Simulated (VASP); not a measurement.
Crystal: Ir.

```
CELL_PARAMETERS angstrom
2.47612 0.00000 0.00000
0.00000 2.47612 0.00000
0.00000 0.00000 2.47612
ATOMIC_POSITIONS crystal
Ir 0.00000 0.00000 0.00000
```

- Program: VASP 6.6.1
- Task: relaxation of cell and atoms
- Functional: PBEsol
- Potentials or basis: VASP PAW PBE potentials, release 64 (Ir)
- Cutoff: 600 eV
- k mesh: 17 × 17 × 17
- Occupations: methfessel-paxton, width 0.025 eV
- Spin: no spin polarisation

At the start: pressure 26.5 GPa; volume 15.18 Å³/atom.

Task: How do energy, volume and symmetry change on relaxing?

Result: Over 19 steps the energy falls by 94.8 meV/atom and the volume is 16.42 Å³/atom (+8.2 %); space group Pm-3m (No. 221, to 0.05 Å).

The path:
| step | energy change (eV) | largest force (eV/Å) | pressure (GPa) | volume (Å³) |
| --- | --- | --- | --- | --- |
| 1 | 0.0000 | 0.0000 | 26.47 | 15.18 |
| 2 | 0.6662 | 0.0000 | -37.38 | 21.39 |
| 3 | -0.0935 | 0.0000 | -2.62 | 16.58 |
| 4 | -0.0948 | 0.0000 | -0.32 | 16.44 |
| 5 | -0.0948 | 0.0000 | 0.12 | 16.41 |
| 6 | -0.0948 | 0.0000 | 0.13 | 16.41 |
| 7 | -0.0948 | 0.0000 | 0.13 | 16.41 |
| 8 | -0.0948 | 0.0000 | 0.12 | 16.41 |
| 9 | -0.0948 | 0.0000 | 0.12 | 16.41 |
| 10 | -0.0948 | 0.0000 | 0.12 | 16.41 |
| 11 | -0.0948 | 0.0000 | 0.12 | 16.41 |
| 12 | -0.0948 | 0.0000 | 0.12 | 16.41 |
| 13 | -0.0948 | 0.0000 | 0.12 | 16.41 |
| 14 | -0.0948 | 0.0000 | 0.12 | 16.41 |
| 15 | -0.0948 | 0.0000 | 0.12 | 16.42 |
| 16 | -0.0948 | 0.0000 | 0.11 | 16.42 |
| 17 | -0.0948 | 0.0000 | 0.11 | 16.42 |
| 18 | -0.0948 | 0.0000 | 0.10 | 16.42 |
| 19 | -0.0948 | 0.0000 | 0.02 | 16.42 |

Final structure:
```
Ir
1.0
     2.54175    0.00000    0.00000
     0.00000    2.54175    0.00000
     0.00000    0.00000    2.54175
Ir
1
Direct
  0.00000 0.00000 0.00000
```

Caveat: the PAW data sets were made with another functional, which shifts forces and pressure a little.
